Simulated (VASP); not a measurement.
# W3N4 (Pm-3m) in VASP: notebook

Runs on W3N4. Level: LDA. Tasks: single point.

Program: VASP 6.6.1. These are calculated values, not measurements. Logs are shortened: lines on timing, memory, paths and dates and some standing lists are left out, and cuts for length are marked.

**1. The cell of the first run**

It takes space group Pm-3m (No. 221, cubic). Conventional cell: a = 4.157 Å, b = 4.157 Å, c = 4.157 Å, α = 90.00°, β = 90.00°, γ = 90.00°. Within 2.8 Å of W (site symmetry 4/mmm) lie 6 N at 2.08 Å. N (site symmetry m-3m) has 6 W at 2.08 Å within 2.8 Å. N (site symmetry 4/mmm) has 4 W at 2.08 Å within 2.8 Å.

**2. Single point, LDA**

INCAR

```
  PREC = Accurate
  ENCUT = 520
  EDIFF = 1E-6
  ISMEAR = -1
  SIGMA = 0.15
  LREAL = False
  LASPH = True
  NELM = 80
  ALGO = Normal
  ISIF = 2
  LWAVE = False
  LCHARG = False
  GGA = CA
  NBANDS = 40
```

KPOINTS

```
regular mesh
0
Gamma
  8 8 8
```

POSCAR

```
W3N4
1.0
    4.1574248897      0.0000000000      0.0000000000
    0.0000000000      4.1574248897      0.0000000000
    0.0000000000      0.0000000000      4.1574248897
W N
3 4
Direct
    0.5000000000      0.5000000000      0.0000000000
    0.0000000000      0.5000000000      0.5000000000
    0.5000000000      0.0000000000      0.5000000000
    0.5000000000      0.5000000000      0.5000000000
    0.5000000000      0.0000000000      0.0000000000
    0.0000000000      0.5000000000      0.0000000000
    0.0000000000      0.0000000000      0.5000000000
```

Potentials or basis: VASP PAW LDA potentials, release 64 (W_sv, N).

Run with:

```bash
$ cat potpaw_LDA.64/W_sv/POTCAR potpaw_LDA.64/N/POTCAR > POTCAR
$ mpirun -np 1 vasp_std > vasp.out
```

OUTCAR:

```text
PREC = Accurate
   ENCUT = 520
   EDIFF = 1E-6
   ISMEAR = -1
   LREAL = False
   LASPH = True
   NELM = 80
   ISIF = 2
   GGA = CA

 ion  position               nearest neighbor table
   1  0.500  0.500  0.000-   4 2.08   5 2.08   6 2.08   4 2.08   5 2.08   6 2.08   3 2.94   3 2.94
                             3 2.94   2 2.94   3 2.94   2 2.94   2 2.94   2 2.94
   2  0.000  0.500  0.500-   4 2.08   6 2.08   7 2.08   6 2.08   7 2.08   4 2.08   3 2.94   3 2.94
                             1 2.94   1 2.94   3 2.94   1 2.94   1 2.94   3 2.94
   3  0.500  0.000  0.500-   4 2.08   5 2.08   7 2.08   5 2.08   4 2.08   7 2.08   2 2.94   1 2.94
                             2 2.94   1 2.94   1 2.94   2 2.94   1 2.94   2 2.94
   4  0.500  0.500  0.500-   1 2.08   2 2.08   3 2.08   1 2.08   3 2.08   2 2.08
   5  0.500  0.000  0.000-   1 2.08   3 2.08   3 2.08   1 2.08
   6  0.000  0.500  0.000-   1 2.08   2 2.08   2 2.08   1 2.08
   7  0.000  0.000  0.500-   2 2.08   3 2.08   2 2.08   3 2.08

  LATTYP: Found a simple cubic cell.
 ALAT       =     4.1574248897

  Lattice vectors:

 A1 = (   4.1574248897,   0.0000000000,   0.0000000000)
 A2 = (   0.0000000000,   4.1574248897,   0.0000000000)
 A3 = (   0.0000000000,   0.0000000000,   4.1574248897)

Analysis of symmetry for initial positions (statically):
=====================================================================
 Subroutine PRICEL returns:
 Original cell was already a primitive cell.

 Routine SETGRP: Setting up the symmetry group for a
 simple cubic supercell.

 Subroutine GETGRP returns: Found 48 space group operations
 (whereof 48 operations were pure point group operations)
 out of a pool of 48 trial point group operations.

The static configuration has the point symmetry O_h .

Analysis of symmetry for dynamics (positions and initial velocities):
=====================================================================
 Subroutine PRICEL returns:
 Original cell was already a primitive cell.

 Routine SETGRP: Setting up the symmetry group for a
 simple cubic supercell.

 Subroutine GETGRP returns: Found 48 space group operations
 (whereof 48 operations were pure point group operations)
 out of a pool of 48 trial point group operations.

The dynamic configuration has the point symmetry O_h .

 Subroutine INISYM returns: Found 48 space group operations
 (whereof 48 operations are pure point group operations),
 and found     1 'primitive' translations

[... 104 lines left out ...]
   EDIFF  = 0.1E-05   stopping-criterion for ELM
   LREAL  =      F    real-space projection
   EDIFFG = 0.1E-04   stopping-criterion for IOM
   NSW    =      0    number of steps for IOM
   IBRION =     -1    ionic relax: 0-MD 1-quasi-New 2-CG
   NFREE  =      0    steps in history (QN), initial steepest desc. (CG)
   ISIF   =      2    stress and relaxation
   ISYM   =      2    0-nonsym 1-usesym 2-fastsym
   POTIM  = 0.5000    time-step for ionic-motion
   TEBEG  =    0.0;   TEEND  =   0.0 temperature during run
   PSTRESS=    0.0 pullay stress
   NELECT =      62.0000    total number of electrons
   NUPDOWN=      -1.0000    fix difference up-down
   EMIN   =  10.00;   EMAX   =-10.00  energy-range for DOS
   EFERMI =   0.00;   METHOD = LEGACY
   ISMEAR =    -1;   SIGMA  =   0.15  broadening in eV -4-tet -1-fermi 0-gaus
   EFERMI_NEDOS =   21; number of points for ismear=-14 and -15
   IALGO  =     38    algorithm
   IMIX   =      4    mixing-type and parameters
     AMIX     =   0.40;   BMIX     =  1.00
     AMIX_MAG =   1.60;   BMIX_MAG =  1.00
  volume/ion in A,a.u.               =      10.27        69.27
  Fermi-wavevector in a.u.,A,eV,Ry     =   1.558527  2.945189 33.048636  2.429006
  Thomas-Fermi vector in A             =   2.662018
   LORBIT       =      0    0 simple, 1 ext, 2 COOP (PROOUT), +10 PAW based schemes
   GGA     = CA    functional components
   LHFCALC =     F    Hartree Fock is set to
   AEXX    =    0.0000 exact exchange contribution
   IVDW    =     0    specifies the selected vdW correction
   LEPSILON=     F    determine dielectric tensor
   LRPA    =     F    only Hartree local field effects (RPA)
 non-spin polarized calculation
  energy-cutoff  :      520.00
  volume of cell :       71.86
 maximum number of plane-waves:      1956
 NGX is ok and might be reduce to    32
   NGX = 15   NGY = 15   NGZ = 15

 number of electron      62.0000003 magnetization

 Free energy of the ion-electron system (eV)
  ---------------------------------------------------
  ext. energy  EPLUGINS =         0.00000000
  ---------------------------------------------------
  free energy    TOTEN  =       -80.76531063 eV

  energy without entropy =      -80.51333921  energy(sigma->0) =      -80.63932492

 E-fermi :  11.0158     XC(G=0): -13.5304

 val. band max:       11.0103246173   @ k =   0.3750   0.3750   0.3750
 cond. band min:      11.0214333454   @ k =   0.5000   0.3750   0.0000
 fundamental gap:      0.0111087281
 Fermi energy:        11.0158126677

 k-point     1 :       0.0000    0.0000    0.0000
  band No.  band energies     occupation
      1     -64.2753      2.00000
      2     -64.1939      2.00000
      3     -64.1939      2.00000
      4     -29.2307      2.00000
      5     -29.2307      2.00000
      6     -29.2307      2.00000
[... 1021 lines left out ...]
     39      15.4598      0.00000
     40      15.6114      0.00000

 [... further k-points ...]
[... 5 lines left out ...]
  --------------------------------------------------------------------------------------
  -------------------------------------------------------------------------------------
  Total        1.3149926      1.3149926      1.3149926      0.0000000      0.0000000      0.0000000
  in kB       29.3197766     29.3197766     29.3197766      0.0000000      0.0000000      0.0000000
  external PRESSURE =      29.3197766 kB  Pullay stress =       0.0000000 kB

 VOLUME and BASIS-vectors are now :
 -----------------------------------------------------------------------------
  energy-cutoff  :      520.00
  volume of cell :       71.86
      direct lattice vectors                 reciprocal lattice vectors
     4.157424890  0.000000000  0.000000000     0.240533510  0.000000000  0.000000000
     0.000000000  4.157424890  0.000000000     0.000000000  0.240533510  0.000000000
     0.000000000  0.000000000  4.157424890     0.000000000  0.000000000  0.240533510

 POSITION                                       TOTAL-FORCE (eV/Angst)
 -----------------------------------------------------------------------------------
      2.07871      2.07871      0.00000         0.000000      0.000000      0.000000
      0.00000      2.07871      2.07871         0.000000      0.000000      0.000000
      2.07871      0.00000      2.07871         0.000000      0.000000      0.000000
      2.07871      2.07871      2.07871         0.000000      0.000000      0.000000
      2.07871      0.00000      0.00000         0.000000      0.000000      0.000000
      0.00000      2.07871      0.00000         0.000000      0.000000      0.000000
      0.00000      0.00000      2.07871         0.000000      0.000000      0.000000
 -----------------------------------------------------------------------------------
    total drift:                                0.000000     -0.000000     -0.000000

  FREE ENERGIE OF THE ION-ELECTRON SYSTEM (eV)
  ---------------------------------------------------
  free  energy   TOTEN  =       -80.7653106320 eV

  energy  without entropy=      -80.5133392121  energy(sigma->0) =      -80.63932492
```

Run time: 26 s. Hardware: 1 thread of Intel Xeon 6975P-C (Granite Rapids), shared host; peak memory 0.2 GiB.

Results:

* Free energy: -80.7653 eV
* Pressure: 2.9 GPa
* Band gap on the k mesh: zero (band 31 reaches 12.19 eV, above the bottom of band 32 at 9.73 eV)

Caveat: spin-orbit coupling is left out, which moves the levels of the heavy elements.

**3. Single point, LDA**

INCAR

```
  PREC = Accurate
  ENCUT = 910
  EDIFF = 1E-6
  ISMEAR = -1
  SIGMA = 0.15
  LREAL = False
  LASPH = True
  NELM = 120
  ALGO = Normal
  ISIF = 2
  LWAVE = False
  LCHARG = False
  GGA = CA
  NBANDS = 40
  GGA_COMPAT = False
```

KPOINTS is that of step 2.

POSCAR is that of step 2.

Potentials or basis: VASP PAW LDA potentials, release 64 (W_sv, N_h).

Run with:

```bash
$ cat potpaw_LDA.64/W_sv/POTCAR potpaw_LDA.64/N_h/POTCAR > POTCAR
$ mpirun -np 1 vasp_std > vasp.out
```

Wall time 3.2 min (1 thread of AMD EPYC 7R43 (Zen 3), shared host); peak memory 0.29 GiB.

Results (log left out):

```
Free energy            : -80.7745 eV
Pressure               : 2.8 GPa
Band gap on the k mesh : zero (band 31 reaches 12.58 eV, above the bottom of band 32 at 10.12 eV)
```

Levels at points of the mesh, in eV from the Fermi level:
```tsv
k point	band 29	band 30	band 31	band 32	band 33	band 34
(0.00, 0.00, 0.00)	-2.10	-2.10	-2.10	-0.86	-0.86	-0.86
(0.50, 0.00, 0.00)	-3.40	-1.73	-0.04	-0.01	-0.01	0.24
(0.50, 0.50, 0.00)	-0.55	0.35	0.37	0.55	0.55	1.32
(0.50, 0.50, 0.50)	1.17	1.17	1.17	1.74	1.74	1.74
```

Caveat: the cutoff is under 1.25 times the usual one of these potentials, so pressure, stress and relaxed cells hold a basis-set (Pulay) error; spin-orbit coupling is left out, which moves the levels of the heavy elements.
